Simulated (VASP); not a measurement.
# SiC (P6_3mc) in VASP: a series of runs, part 2 of 2

VASP 6.6.1. The steps go on from the part before.

### 3 Relaxation of cell and atoms, PBE

This run uses another cell than the first one: it holds 8 atoms, not 32.

File INCAR:

```
ALGO     = Normal         # electronic algorithm
EDIFF    = 1E-6           # SCF threshold, eV
EDIFFG   = -0.005         # ionic threshold
ENCUT    = 600            # plane-wave cutoff, eV
GGA      = PE             # functional
IBRION   = 2              # ionic algorithm
ISIF     = 3              # what is computed and relaxed
ISMEAR   = 0              # smearing method
LASPH    = True           # aspherical terms in the spheres
LCHARG   = False          # write CHGCAR
LREAL    = False          # projectors in reciprocal space
LWAVE    = False          # write WAVECAR
NELM     = 100            # most SCF steps
NSW      = 100            # ionic steps
PREC     = Accurate       # precision mode
SIGMA    = 0.02           # smearing width, eV
```

File KPOINTS:

```
k-points
0
Gamma
  12 12 4
```

File POSCAR:

```
SiC
1.0
    3.0756941497      0.0000000000      0.0000000000
   -1.5378470748      2.6636292679      0.0000000000
    0.0000000000      0.0000000000     10.0706464800
Si C
4 4
Direct
    0.6666666700      0.3333333300      0.9378419800
    0.3333333300      0.6666666700      0.4378419800
    0.0000000000      0.0000000000      0.6878943800
    0.0000000000      0.0000000000      0.1878943800
    0.6666666700      0.3333333300      0.7498025900
    0.3333333300      0.6666666700      0.2498025900
    0.0000000000      0.0000000000      0.5004600500
    0.0000000000      0.0000000000      0.0004600500
```

Potentials or basis: VASP PAW PBE potentials, release 64 (Si, C).

Run with:

```sh
cat potpaw_PBE.64/Si/POTCAR potpaw_PBE.64/C/POTCAR > POTCAR
mpirun -np 1 vasp_std > vasp.out
```

OUTCAR:

```text
EDIFF = 1E-6
   EDIFFG = -0.005
   ENCUT = 600
   GGA = PE
   IBRION = 2
   ISIF = 3
   ISMEAR = 0
   LASPH = True
   LREAL = False
   NELM = 100
   NSW = 100
   PREC = Accurate

 ion  position               nearest neighbor table
   1  0.667  0.333  0.938-   8 1.88   8 1.88   8 1.88   5 1.89   3 3.08   3 3.08   3 3.08   4 3.08
                             4 3.08   4 3.08
   2  0.333  0.667  0.438-   7 1.88   7 1.88   7 1.88   6 1.89   4 3.08   4 3.08   4 3.08   3 3.08
                             3 3.08   3 3.08
   3  0.000  0.000  0.688-   5 1.88   5 1.88   5 1.88   7 1.89   1 3.08   1 3.08   1 3.08   2 3.08
                             2 3.08   2 3.08
   4  0.000  0.000  0.188-   6 1.88   6 1.88   6 1.88   8 1.89   2 3.08   2 3.08   2 3.08   1 3.08
                             1 3.08   1 3.08
   5  0.667  0.333  0.750-   3 1.88   3 1.88   3 1.88   1 1.89
   6  0.333  0.667  0.250-   4 1.88   4 1.88   4 1.88   2 1.89
   7  0.000  0.000  0.500-   2 1.88   2 1.88   2 1.88   3 1.89
   8  0.000  0.000  0.000-   1 1.88   1 1.88   1 1.88   4 1.89

  LATTYP: Found a hexagonal cell.
 ALAT       =     3.0756941497
 C/A-ratio  =     3.2742678530

  Lattice vectors:

 A1 = (   3.0756941497,   0.0000000000,   0.0000000000)
 A2 = (  -1.5378470748,   2.6636292679,   0.0000000000)
 A3 = (   0.0000000000,   0.0000000000,  10.0706464800)

Analysis of symmetry for initial positions (statically):
=====================================================================
 Subroutine PRICEL returns:
 Original cell was already a primitive cell.

 Routine SETGRP: Setting up the symmetry group for a
 hexagonal supercell.

 Subroutine GETGRP returns: Found 12 space group operations
 (whereof  6 operations were pure point group operations)
 out of a pool of 24 trial point group operations.

The static configuration has the point symmetry C_3v.
 The point group associated with its full space group is C_6v.

Analysis of symmetry for dynamics (positions and initial velocities):
=====================================================================
 Subroutine PRICEL returns:
 Original cell was already a primitive cell.
[... 151 lines left out ...]
   LRPA    =     F    only Hartree local field effects (RPA)
 conjugate gradient relaxation of ions
 non-spin polarized calculation
 Gauss-broadening in eV      SIGMA  =   0.02
  energy-cutoff  :      600.00
  volume of cell :       82.50
 maximum number of plane-waves:      2790
 NGX is ok and might be reduce to    28

--------------------------------------- Ionic step        1  -------------------------------------------

 number of electron      32.0000001 magnetization

 Free energy of the ion-electron system (eV)
  ---------------------------------------------------
  ext. energy  EPLUGINS =         0.00000000
  ---------------------------------------------------
  free energy    TOTEN  =       -60.23698646 eV

  energy without entropy =      -60.23698646  energy(sigma->0) =      -60.23698646

------------------------ aborting loop because EDIFF is reached ----------------------------------------

  FORCE on cell =-STRESS in cart. coord.  units (eV):
  Direction    XX          YY          ZZ          XY          YZ          ZX
  --------------------------------------------------------------------------------------
  -------------------------------------------------------------------------------------
  Total        1.9392038      1.9392038      1.8718228      0.0000000      0.0000000      0.0000000
  in kB       37.6582181     37.6582181     36.3497165      0.0000000      0.0000000      0.0000000
  external PRESSURE =      37.2220509 kB  Pullay stress =       0.0000000 kB
[... 239 lines left out ...]
--------------------------------------- Ionic step        7  -------------------------------------------

 number of electron      32.0000001 magnetization

 Free energy of the ion-electron system (eV)
  ---------------------------------------------------
  ext. energy  EPLUGINS =         0.00000000
  ---------------------------------------------------
  free energy    TOTEN  =       -60.25307137 eV

  energy without entropy =      -60.25307137  energy(sigma->0) =      -60.25307137

 E-fermi :   8.1213     XC(G=0): -11.2941

 val. band max:        8.0210235053   @ k =   0.0000   0.0000   0.0000
 cond. band min:      10.2445424948   @ k =   0.5000   0.0000   0.0000
 fundamental gap:      2.2235189895
 Fermi energy:         8.1213327393

 k-point     1 :       0.0000    0.0000    0.0000
  band No.  band energies     occupation
      1      -7.3520      2.00000
      2      -6.1881      2.00000
      3      -6.1521      2.00000
      4      -3.8367      2.00000
      5      -0.5119      2.00000
      6       3.6665      2.00000
[... 565 lines left out ...]
     20      13.3667      0.00000
     21      13.7430      0.00000

 [... further k-points ...]

------------------------ aborting loop because EDIFF is reached ----------------------------------------

  FORCE on cell =-STRESS in cart. coord.  units (eV):
  Direction    XX          YY          ZZ          XY          YZ          ZX
  --------------------------------------------------------------------------------------
  -------------------------------------------------------------------------------------
  Total        0.0246122      0.0246122      0.0181655      0.0000000      0.0000000      0.0000000
  in kB        0.4700035      0.4700035      0.3468946      0.0000000      0.0000000      0.0000000
  external PRESSURE =       0.4289672 kB  Pullay stress =       0.0000000 kB
[... 23 lines left out ...]
  FREE ENERGIE OF THE ION-ELECTRON SYSTEM (eV)
  ---------------------------------------------------
  free  energy   TOTEN  =       -60.2530713706 eV

  energy  without entropy=      -60.2530713706  energy(sigma->0) =      -60.25307137

 reached required accuracy - stopping structural energy minimisation
```

Run time: 3 min. Hardware: 1 thread of Intel Xeon 6975P-C (Granite Rapids), shared host; peak memory 0.29 GiB.

What came out:

| Item | Value |
| --- | --- |
| Free energy | -60.2531 eV |
| Relaxed volume | 10.49 Å³/atom |
| Relaxed cell | a = 3.093 Å, b = 3.093 Å, c = 10.126 Å, α = 90.00°, β = 90.00°, γ = 120.00° |
| Space group after relaxing (to 0.1 Å) | P6_3mc (No. 186) |
| Energy gained by relaxing | 2.0 meV/atom |
| Ionic steps | 7 |
| Pressure after relaxing | 0.0 GPa |
| Band gap on the k mesh | 2.22 eV (least direct gap 3.34 eV) |

The path:
| step | energy change (eV) | largest force (eV/Å) | pressure (GPa) | volume (Å³) |
| --- | --- | --- | --- | --- |
| 1 | 0.0000 | 0.0055 | 3.72 | 82.50 |
| 2 | 0.0009 | 0.0173 | -3.60 | 85.40 |
| 3 | -0.0161 | 0.0065 | 0.00 | 83.91 |
| 4 | -0.0161 | 0.0063 | 0.07 | 83.88 |
| 5 | -0.0161 | 0.0043 | 0.07 | 83.89 |
| 6 | -0.0161 | 0.0009 | 0.07 | 83.89 |
| 7 | -0.0161 | 0.0003 | 0.04 | 83.90 |

Final structure:
```
Si C
1.0
     3.09310    0.00000    0.00000
    -1.54655    2.67870    0.00000
     0.00000    0.00000   10.12609
Si C
4 4
Direct
  0.66667 0.33333 0.93785
  0.33333 0.66667 0.43785
  0.00000 0.00000 0.68790
  0.00000 0.00000 0.18790
  0.66667 0.33333 0.74981
  0.33333 0.66667 0.24981
  0.00000 0.00000 0.50045
  0.00000 0.00000 0.00045
```

A k mesh can miss the band edges.

### 4 Relaxation of cell and atoms, PBE

This run uses another cell than the first one: it holds 8 atoms, not 32.

File INCAR:

```
SYSTEM = SiC
PREC     = Accurate       ! precision mode
ENCUT    = 600            ! plane-wave cutoff, eV
EDIFF    = 1E-6           ! SCF threshold, eV
ISMEAR   = 0              ! smearing method
SIGMA    = 0.02           ! smearing width, eV
LREAL    = .False.        ! projectors in reciprocal space
LASPH    = .True.         ! aspherical terms in the spheres
NELM     = 100            ! most SCF steps
ALGO     = Normal         ! electronic algorithm
ISIF     = 3              ! what is computed and relaxed
LWAVE    = .False.        ! write WAVECAR
LCHARG   = .False.        ! write CHGCAR
GGA      = PE             ! functional
IBRION   = 2              ! ionic algorithm
NSW      = 100            ! ionic steps
EDIFFG   = -0.005         ! ionic threshold
```

File KPOINTS:

```
regular mesh
0
Gamma
  12 12 4
  0 0 0
```

POSCAR is that of step 3.

Run with:

```sh
cat potpaw_PBE.64/Si/POTCAR potpaw_PBE.64/C/POTCAR > POTCAR
mpirun -np 1 vasp_std > vasp.out
```

Run time: 2.9 min. Hardware: 1 thread of Intel Xeon 6975P-C (Granite Rapids), shared host; peak memory 0.29 GiB.

The run converged. Its results:

| Property | Result |
| --- | --- |
| Free energy | -60.2531 eV |
| Relaxed volume | 10.49 Å³/atom |
| Relaxed cell | a = 3.093 Å, b = 3.093 Å, c = 10.126 Å, α = 90.00°, β = 90.00°, γ = 120.00° |
| Space group after relaxing (to 0.1 Å) | P6_3mc (No. 186) |
| Energy gained by relaxing | 2.0 meV/atom |
| Ionic steps | 7 |
| Pressure after relaxing | 0.0 GPa |
| Band gap on the k mesh | 2.22 eV (least direct gap 3.34 eV) |

Step by step:
```
step  energy change (eV)  largest force (eV/Å)  pressure (GPa)  volume (Å³)
   1              0.0000                0.0055            3.72        82.50
   2              0.0009                0.0173           -3.60        85.40
   3             -0.0161                0.0065            0.00        83.91
   4             -0.0161                0.0063            0.07        83.88
   5             -0.0161                0.0043            0.07        83.89
   6             -0.0161                0.0009            0.07        83.89
   7             -0.0161                0.0003            0.04        83.90
```

Final structure:
```cif
data_structure
_symmetry_space_group_name_H-M 'P 1'
_symmetry_Int_Tables_number 1
_cell_length_a 3.0931
_cell_length_b 3.0931
_cell_length_c 10.1261
_cell_angle_alpha 90.000
_cell_angle_beta 90.000
_cell_angle_gamma 120.000
_cell_volume 83.90
loop_
_atom_site_label
_atom_site_type_symbol
_atom_site_fract_x
_atom_site_fract_y
_atom_site_fract_z
_atom_site_occupancy
Si1 Si 0.66667 0.33333 0.93785 1
Si2 Si 0.33333 0.66667 0.43785 1
Si3 Si 0.00000 0.00000 0.68790 1
Si4 Si 0.00000 0.00000 0.18790 1
C1 C 0.66667 0.33333 0.74981 1
C2 C 0.33333 0.66667 0.24981 1
C3 C 0.00000 0.00000 0.50045 1
C4 C 0.00000 0.00000 0.00045 1
```

Levels at points of the mesh, in eV from the valence-band top:
```csv
k point,band 14,band 15,band 16,band 17,band 18,band 19
"(0.00, 0.00, 0.00)",-0.05,0.00,0.00,4.97,5.55,6.13
"(0.50, 0.00, 0.00)",-2.20,-1.56,-1.12,2.22,2.34,4.18
"(0.00, 0.00, 0.50)",-0.21,-0.21,-0.21,5.18,5.18,6.62
"(0.50, 0.00, 0.50)",-2.48,-1.54,-1.54,2.63,2.63,4.18
```
